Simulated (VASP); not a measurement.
# ZrB (I4mm) in VASP: further runs

The runs below take ZrB through single point, with PBE.

Program: VASP 6.6.1. These are calculated values, not measurements. Logs are shortened: lines on timing, memory, paths and dates and some standing lists are left out, and cuts for length are marked.

## (1) The cell of the first run

Symmetry: I4mm, No. 107, tetragonal system. The conventional cell has a = 3.288 Å, b = 3.288 Å, c = 4.650 Å, α = 90.00°, β = 90.00°, γ = 90.00°. Zr (site symmetry 4mm) has 5 B at 1.83 to 2.38 Å within 2.4 Å. Within 2.4 Å of B (site symmetry 4mm) lie 5 Zr at 1.83 to 2.38 Å.

## (2) Single point, PBE

INCAR

```
SYSTEM = ZrB
ALGO = Normal ; EDIFF = 1E-6
ENCUT = 520 ; GGA = PE
ISIF = 2 ; ISMEAR = 0
LASPH = .True. ; LCHARG = .False.
LREAL = .False. ; LWAVE = .False.
NBANDS = 14 ; NELM = 60
PREC = Accurate ; SIGMA = 0.15
```

KPOINTS

```
k-points
0
Gamma
  18 18 18
  0 0 0
```

POSCAR

```
ZrB
1.0
    0.0000000000      2.3250000000      2.3250000000
    2.3250000000      0.0000000000      2.3250000000
    2.3250000000      2.3250000000      0.0000000000
Zr B
1 1
Direct
    0.0000000000      0.0000000000      0.0000000000
    0.6075268817      0.6075268817      0.3924731183
```

Potentials or basis: VASP PAW PBE potentials, release 64 (Zr_sv, B).

Run with:

```sh
$ cat potpaw_PBE.64/Zr_sv/POTCAR potpaw_PBE.64/B/POTCAR > POTCAR
$ mpirun -np 1 vasp_std > vasp.out
```

OUTCAR:

```text
SYSTEM = ZrB
   EDIFF = 1E-6
   ENCUT = 520
   GGA = PE
   ISIF = 2
   ISMEAR = 0
   LASPH = .True.
   LREAL = .False.
   NELM = 60
   PREC = Accurate

 ion  position               nearest neighbor table
   1  0.000  0.000  0.000-   2 1.83   2 2.38   2 2.38   2 2.38   2 2.38   2 2.82
   2  0.608  0.608  0.392-   1 1.83   1 2.38   1 2.38   1 2.38   1 2.38   1 2.82

  LATTYP: Found a face centered cubic cell.
 ALAT       =     4.6500000000

  Lattice vectors:

 A1 = (   0.0000000000,   2.3250000000,   2.3250000000)
 A2 = (   2.3250000000,   0.0000000000,   2.3250000000)
 A3 = (   2.3250000000,   2.3250000000,   0.0000000000)

Analysis of symmetry for initial positions (statically):
=====================================================================
 Subroutine PRICEL returns:
 Original cell was already a primitive cell.

 Routine SETGRP: Setting up the symmetry group for a
 face centered cubic supercell.

 Subroutine GETGRP returns: Found  8 space group operations
 (whereof  8 operations were pure point group operations)
 out of a pool of 48 trial point group operations.

The static configuration has the point symmetry C_4v.

Analysis of symmetry for dynamics (positions and initial velocities):
=====================================================================
 Subroutine PRICEL returns:
 Original cell was already a primitive cell.

 Routine SETGRP: Setting up the symmetry group for a
 face centered cubic supercell.

 Subroutine GETGRP returns: Found  8 space group operations
 (whereof  8 operations were pure point group operations)
 out of a pool of 48 trial point group operations.

The dynamic configuration has the point symmetry C_4v.

 Subroutine INISYM returns: Found  8 space group operations
 (whereof  8 operations are pure point group operations),
 and found     1 'primitive' translations

----------------------------------------------------------------------------------------

                                     Primitive cell

  volume of cell :      25.1362

  direct lattice vectors                    reciprocal lattice vectors
     0.000000000  2.325000000  2.325000000    -0.215053763  0.215053763  0.215053763
     2.325000000  0.000000000  2.325000000     0.215053763 -0.215053763  0.215053763
     2.325000000  2.325000000  0.000000000     0.215053763  0.215053763 -0.215053763

  length of vectors
     3.288046533  3.288046533  3.288046533     0.372484045  0.372484045  0.372484045

  position of ions in fractional coordinates (direct lattice)
     0.000000000  0.000000000  0.000000000
     0.607526882  0.607526882  0.392473118

  ion indices of the primitive-cell ions
   primitive index   ion index
                 1           1
                 2           2

----------------------------------------------------------------------------------------

 KPOINTS: k-points

Automatic generation of k-mesh.
 Grid dimensions read from file:
 generate k-points for:   18   18   18

 Generating k-lattice:

  Cartesian coordinates                     Fractional coordinates (reciprocal lattice)
    -0.011947431  0.011947431  0.011947431     0.055555556  0.000000000  0.000000000
     0.011947431 -0.011947431  0.011947431     0.000000000  0.055555556  0.000000000
     0.011947431  0.011947431 -0.011947431     0.000000000  0.000000000  0.055555556

  Length of vectors
     0.020693558  0.020693558  0.020693558

  Shift w.r.t. Gamma in fractional coordinates (k-lattice)
     0.000000000  0.000000000  0.000000000

 Subroutine IBZKPT returns following result:
 ===========================================

 Found    480 irreducible k-points:

 Following reciprocal coordinates:
            Coordinates               Weight
  0.000000  0.000000  0.000000      1.000000
  0.055556  0.000000  0.000000      8.000000
  0.111111  0.000000  0.000000      8.000000
  0.166667  0.000000  0.000000      8.000000
  0.222222  0.000000  0.000000      8.000000
  0.277778  0.000000  0.000000      8.000000
[... 16 lines left out ...]
  0.388889  0.055556  0.000000      8.000000
  0.000000  0.388889  0.055556     16.000000
 [... further k-points ...]
   k-points           NKPTS =    480   k-points in BZ     NKDIM =    480   number of bands    NBANDS=     14
   number of dos      NEDOS =    301   number of ions     NIONS =      2
   total plane-waves  NPLWV =  13824
   dimension x,y,z NGX =    24 NGY =   24 NGZ =   24
   dimension x,y,z NGXF=    48 NGYF=   48 NGZF=   48
   ions per type =               1   1
   NGX,Y,Z   is equivalent  to a cutoff of  12.13, 12.13, 12.13 a.u.
   NGXF,Y,Z  is equivalent  to a cutoff of  24.27, 24.27, 24.27 a.u.
 SYSTEM =  ZrB
   PREC   = accura    normal or accurate (medium, high low for compatibility)
   ISTART =      0    job   : 0-new  1-cont  2-samecut
   ICHARG =      2    charge: 1-file 2-atom 10-const
   ISPIN  =      1    spin polarized calculation?
   LNONCOLLINEAR =      F non collinear calculations
   LSORBIT =      F    spin-orbit coupling
   LASPH  =      T    aspherical Exc in radial PAW
   ENCUT  =  520.0 eV  38.22 Ry    6.18 a.u.   6.11  6.11  6.11*2*pi/ulx,y,z
   NELM   =     60;   NELMIN=  2; NELMDL= -5     # of ELM steps
   EDIFF  = 0.1E-05   stopping-criterion for ELM
   LREAL  =      F    real-space projection
   EDIFFG = 0.1E-04   stopping-criterion for IOM
   NSW    =      0    number of steps for IOM
   IBRION =     -1    ionic relax: 0-MD 1-quasi-New 2-CG
   NFREE  =      0    steps in history (QN), initial steepest desc. (CG)
   ISIF   =      2    stress and relaxation
   ISYM   =      2    0-nonsym 1-usesym 2-fastsym
   POTIM  = 0.5000    time-step for ionic-motion
   TEBEG  =    0.0;   TEEND  =   0.0 temperature during run
   PSTRESS=    0.0 pullay stress
   NELECT =      15.0000    total number of electrons
   NUPDOWN=      -1.0000    fix difference up-down
   EMIN   =  10.00;   EMAX   =-10.00  energy-range for DOS
   EFERMI =   0.00;   METHOD = LEGACY
   ISMEAR =     0;   SIGMA  =   0.15  broadening in eV -4-tet -1-fermi 0-gaus
   EFERMI_NEDOS =   21; number of points for ismear=-14 and -15
   IALGO  =     38    algorithm
   IMIX   =      4    mixing-type and parameters
     AMIX     =   0.40;   BMIX     =  1.00
     AMIX_MAG =   1.60;   BMIX_MAG =  1.00
  volume/ion in A,a.u.               =      12.57        84.81
  Fermi-wavevector in a.u.,A,eV,Ry     =   1.378285  2.604581 25.846565  1.899669
  Thomas-Fermi vector in A             =   2.503360
   LORBIT       =      0    0 simple, 1 ext, 2 COOP (PROOUT), +10 PAW based schemes
   GGA     = PE    functional components
   LHFCALC =     F    Hartree Fock is set to
   AEXX    =    0.0000 exact exchange contribution
   IVDW    =     0    specifies the selected vdW correction
   LEPSILON=     F    determine dielectric tensor
   LRPA    =     F    only Hartree local field effects (RPA)
 non-spin polarized calculation
 Gauss-broadening in eV      SIGMA  =   0.15
  energy-cutoff  :      520.00
  volume of cell :       25.14
 maximum number of plane-waves:       700
   NGX = 13   NGY = 13   NGZ = 13

 number of electron      15.0000000 magnetization

 Free energy of the ion-electron system (eV)
  ---------------------------------------------------
  ext. energy  EPLUGINS =         0.00000000
  ---------------------------------------------------
  free energy    TOTEN  =       -13.84480974 eV

  energy without entropy =      -13.83344488  energy(sigma->0) =      -13.83912731

 E-fermi :   9.1629     XC(G=0): -12.1316

 val. band max:        9.1569327878   @ k =   0.2222   0.1667   0.0556
 cond. band min:       9.1662369621   @ k =   0.1111  -0.3889   0.4444
 fundamental gap:      0.0093041743
 Fermi energy:         9.1629472408

 k-point     1 :       0.0000    0.0000    0.0000
  band No.  band energies     occupation
      1     -37.8803      2.00000
      2     -15.9980      2.00000
      3     -15.5309      2.00000
      4     -15.5309      2.00000
      5       0.9416      2.00000
      6       8.8730      1.99373
      7       8.8730      1.99373
      8       9.7178      0.00000
      9      11.0668      0.00000
     10      12.8205      0.00000
     11      15.4105      0.00000
     12      15.4105      0.00000
     13      17.5657      0.00000
     14      19.6604      0.00000

 k-point     2 :       0.0556    0.0000    0.0000
  band No.  band energies     occupation
      1     -37.8767      2.00000
      2     -16.0113      2.00000
      3     -15.5522      2.00000
      4     -15.5345      2.00000
      5       1.0268      2.00000
      6       8.7506      1.99990
      7       8.8747      1.99343
      8       9.7330      0.00000
      9      11.0681      0.00000
     10      12.6382      0.00000
     11      15.1943      0.00000
     12      15.7504      0.00000
     13      17.8946      0.00000
     14      19.8763      0.00000

 k-point     3 :       0.1111    0.0000    0.0000
  band No.  band energies     occupation
      1     -37.8663      2.00000
      2     -16.0538      2.00000
      3     -15.6085      2.00000
      4     -15.5447      2.00000
      5       1.2750      2.00000
      6       8.4396      2.00000
      7       8.8566      1.99613
      8       9.7110      0.00000
      9      11.1109      0.00000
     10      12.3296      0.00000
     11      14.8132      0.00000
     12      16.5454      0.00000
     13      18.6148      0.00000
     14      20.4852      0.00000
[... 324 lines left out ...]
 k-point    23 :       0.3889    0.0556    0.0000
  band No.  band energies     occupation
      1     -37.7762      2.00000
      2     -16.6032      2.00000
      3     -15.8397      2.00000
      4     -15.6479      2.00000
      5       3.7537      2.00000
      6       6.4219      2.00000
      7       8.0333      2.00000
      8       8.1515      2.00000
      9      12.9192      0.00000
     10      14.1159      0.00000
     11      15.2553      0.00000
     12      18.6491      0.00000
     13      19.4103      0.00000
     14      23.2272      0.00000

 k-point    24 :       0.0000    0.3889    0.0556
  band No.  band energies     occupation
      1     -37.7765      2.00000
      2     -16.5696      2.00000
      3     -15.8785      2.00000
      4     -15.6387      2.00000
      5       3.7185      2.00000
      6       6.3934      2.00000
      7       7.8379      2.00000
      8       8.4788      2.00000
      9      12.8953      0.00000
     10      13.7281      0.00000
     11      15.1218      0.00000
     12      19.1904      0.00000
     13      20.1989      0.00000
     14      22.2161      0.00000

 [... further k-points ...]

------------------------ aborting loop because EDIFF is reached ----------------------------------------

  FORCE on cell =-STRESS in cart. coord.  units (eV):
  Direction    XX          YY          ZZ          XY          YZ          ZX
  --------------------------------------------------------------------------------------
  -------------------------------------------------------------------------------------
  Total        4.5151474      4.5151474     14.3289418      0.0000000     -0.0000000      0.0000000
  in kB      287.7952661    287.7952661    913.3260256      0.0000000     -0.0000000      0.0000000
  external PRESSURE =     496.3055193 kB  Pullay stress =       0.0000000 kB

 VOLUME and BASIS-vectors are now :
 -----------------------------------------------------------------------------
  energy-cutoff  :      520.00
  volume of cell :       25.14
      direct lattice vectors                 reciprocal lattice vectors
     0.000000000  2.325000000  2.325000000    -0.215053763  0.215053763  0.215053763
     2.325000000  0.000000000  2.325000000     0.215053763 -0.215053763  0.215053763
     2.325000000  2.325000000  0.000000000     0.215053763  0.215053763 -0.215053763

 POSITION                                       TOTAL-FORCE (eV/Angst)
 -----------------------------------------------------------------------------------
      0.00000      0.00000      0.00000         0.000000      0.000000      8.487161
      2.32500      2.32500      2.82500         0.000000      0.000000     -8.487161
 -----------------------------------------------------------------------------------
    total drift:                               -0.000001     -0.000001      0.000134

  FREE ENERGIE OF THE ION-ELECTRON SYSTEM (eV)
  ---------------------------------------------------
  free  energy   TOTEN  =       -13.8448097440 eV

  energy  without entropy=      -13.8334448795  energy(sigma->0) =      -13.83912731
```

Wall time 2.8 min (1 thread of Intel Xeon 8259CL, shared host); peak memory 0.29 GiB.

Results:

| Quantity | Value |
| --- | --- |
| Free energy | -13.8448 eV |
| Pressure | 49.6 GPa |
| Largest force | 8.487 eV/Å |

Forces in eV/Å, atoms in the order of the input:
```
Zr   0.000  0.000  8.487
B    0.000  0.000 -8.487
```

Stress tensor (GPa, compression positive):
```
28.78  0.00  0.00
 0.00 28.78  0.00
 0.00  0.00 91.33
```

Caveat: the cell differs from its parent crystal (all B atoms moved -0.500 Å, as atom 2 towards its neighbour atom 1 (Zr) at 2.325 Å); forces of over 1 eV/Å act on the atoms, so gaps and moduli don't describe the material at rest.

## (3) Single point, PBE

INCAR

```
SYSTEM = ZrB
PREC = Accurate ; ENCUT = 520
EDIFF = 1E-7 ; ISMEAR = 0
SIGMA = 0.15 ; LREAL = .FALSE.
LASPH = .TRUE. ; NELM = 100
ALGO = Normal ; ISIF = 2
LWAVE = .FALSE. ; LCHARG = .FALSE.
GGA = PE ; NBANDS = 14
```

KPOINTS

```
regular mesh
0
G
  18 18 18
  0 0 0
```

Edit POSCAR of step 2 so:

```diff
@@ -9,2 +9,2 @@
     0.0000000000      0.0000000000      0.0000000000
-    0.6075268817      0.6075268817      0.3924731183
+    0.4193548387      0.4193548387      0.5806451613
```

Potentials or basis: VASP PAW PBE potentials, release 64 (Zr_sv, B).

Run with:

```sh
$ cat potpaw_PBE.64/Zr_sv/POTCAR potpaw_PBE.64/B/POTCAR > POTCAR
$ mpirun -np 1 vasp_std > vasp.out
```

Wall time 2.8 min (1 thread of Intel Xeon 8259CL, shared host); peak memory 0.28 GiB.

The run converged. Its results:

```
Free energy   : -14.7021 eV
Pressure      : 43.3 GPa
Largest force : 5.438 eV/Å
```

Forces on the atoms (eV/Å):
```
Zr   0.000  0.000 -5.438
B    0.000  0.000  5.438
```

Stress tensor (GPa, compression positive):
```
31.04  0.00  0.00
 0.00 31.04  0.00
 0.00  0.00 67.75
```

Levels at points of the mesh, in eV from the Fermi level:
```
           k point  band 3  band 4  band 5  band 6  band 7  band 8  band 9  band 10  band 11  band 12
(0.00, 0.00, 0.00)  -24.64  -24.64   -8.31    0.39    0.39    1.12    1.89     3.65     5.42     5.42
(0.50, 0.00, 0.00)  -24.89  -24.75   -4.53   -3.47   -1.46   -1.28    5.22     5.67     7.02     7.87
(0.50, 0.50, 0.00)  -24.99  -24.99   -6.37   -1.24    0.11    2.42    2.42     5.51     6.64     6.64
(0.00, 0.50, 0.50)  -25.23  -24.96   -6.39   -2.31   -0.45    2.00    3.82     6.27     6.64     6.79
```

Caveat: the cell differs from its parent crystal (all B atoms moved +0.375 Å, as atom 2 towards its neighbour atom 1 (Zr) at 2.325 Å); forces of over 1 eV/Å act on the atoms, so gaps and moduli don't describe the material at rest.
